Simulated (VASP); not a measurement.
Crystal: SnSe2.

```xyz
3
Lattice="3.8110 0.0000 0.0000 -1.9055 3.3004 0.0000 0.0000 0.0000 6.1360" Properties=species:S:1:pos:R:3 pbc="T T T"
Sn    0.0000    0.0000    0.0000
Se    1.9055    1.1001    4.6081
Se    0.0000    2.2003    1.5279
```

```yaml
Program: VASP 6.6.1
Task: relaxation of cell and atoms
Functional: r2SCAN
Dispersion: rVV10
Potentials_or_basis: VASP PAW PBE potentials, release 64 (Sn_d, Se)
Cutoff: 600 eV
k_mesh: 8 × 8 × 5
Occupations: fermi-dirac, width 0.05 eV
Spin: no spin polarisation
```

At the start: pressure 2.9 GPa; volume 25.73 Å³/atom.

Where does the relaxation end?

Over 7 steps the energy falls by 11.6 meV/atom and the volume is 26.47 Å³/atom (+2.9 %); space group P-3m1 (No. 164, to 0.1 Å) before and after.

Step by step:
```tsv
step	energy change (eV)	largest force (eV/Å)	pressure (GPa)	volume (Å³)
1	0.0000	0.5803	2.90	77.18
2	-0.0047	0.3698	-2.69	82.50
3	-0.0330	0.0621	-0.22	79.86
4	-0.0330	0.0717	-0.16	79.81
5	-0.0344	0.0328	-0.05	79.56
6	-0.0347	0.0109	0.01	79.42
7	-0.0347	0.0090	0.02	79.41
```

Final structure:
```
Sn Se
1.0
     3.82887    0.00000    0.00000
    -1.91444    3.31590    0.00000
     0.00000    0.00000    6.25461
Sn Se
1 2
Cartesian
  1.9144 3.3159 0.0000
  1.9144 1.1053 4.6773
  0.0000 2.2106 1.5773
```

Caveat: the PAW data sets were made with another functional, which shifts forces and pressure a little.
